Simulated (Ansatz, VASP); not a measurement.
One calculation of Se, two programs

The input INCAR:

```
SYSTEM = Se
ALGO = Normal
EDIFF = 1E-6
ENCUT = 520
GGA = PS
ISIF = 2
ISMEAR = 0
LASPH = .TRUE.
LCHARG = .FALSE.
LREAL = .FALSE.
LWAVE = .FALSE.
NBANDS = 16
NELM = 60
PREC = Accurate
SIGMA = 0.01
```

KPOINTS

```
k-points
0
G
  3 3 2
  0 0 0
```

The input POSCAR:

```
Se
1.0
    4.3551700000      0.0000000000      0.0000000000
   -2.1775900000      3.7716900000      0.0000000000
    0.0000000000      0.0000000000      4.9494500000
Se
3
Direct
    0.2170000000      0.0000000000      0.1666666667
    0.0000000000      0.2170000000      0.8333333333
    0.7830000000      0.7830000000      0.5000000000
```

Input for Ansatz:

```yaml
crystal:
  lattice:
    - [4.35517, 0.0, 0.0]
    - [-2.17759, 3.77169, 0.0]
    - [0.0, 0.0, 4.94945]
  atoms:
    - { symbol: Se, position: [0.217, 0.0, 0.16666666666666666] }
    - { symbol: Se, position: [0.0, 0.217, 0.8333333333333334] }
    - { symbol: Se, position: [0.783, 0.783, 0.5] }
basis:
  ecutwfc: 653.073269903712
  ecutrho_ratio: 6
kpoints:
  mp_grid:
    grid: [3, 3, 2]
hamiltonian:
  xc: pbesol
scf:
  max_iter: 80
  mixing:
    algorithm: msr1
    beta: 0.6
    ndim: 12
  occupations:
    method: fixed
output:
  eigenvalues: true
```

Alike in both runs: task single point; functional PBEsol; k mesh 3 × 3 × 2; no spin polarisation.

```csv
,VASP,Ansatz
version,VASP 6.6.1,Ansatz 0.2.0
potentials or method,"VASP PAW PBE potentials, release 64 (Se), cutoff 520 eV","plane waves, PAW"
occupations,"gaussian, width 0.01 eV",fixed
valence electrons in the cell,18,48
```

```csv
,VASP,Ansatz,Ansatz less VASP
gap on the k mesh at the Fermi level (eV),1.10,1.12,+0.015
```

VASP's potentials were made for PBE, not for PBEsol. VASP's potentials hold 18 valence electrons a cell and Ansatz's 48, so a difference there can come from the potentials and not from the codes.

The k mesh is coarse, so the values compare programs but aren't converged.
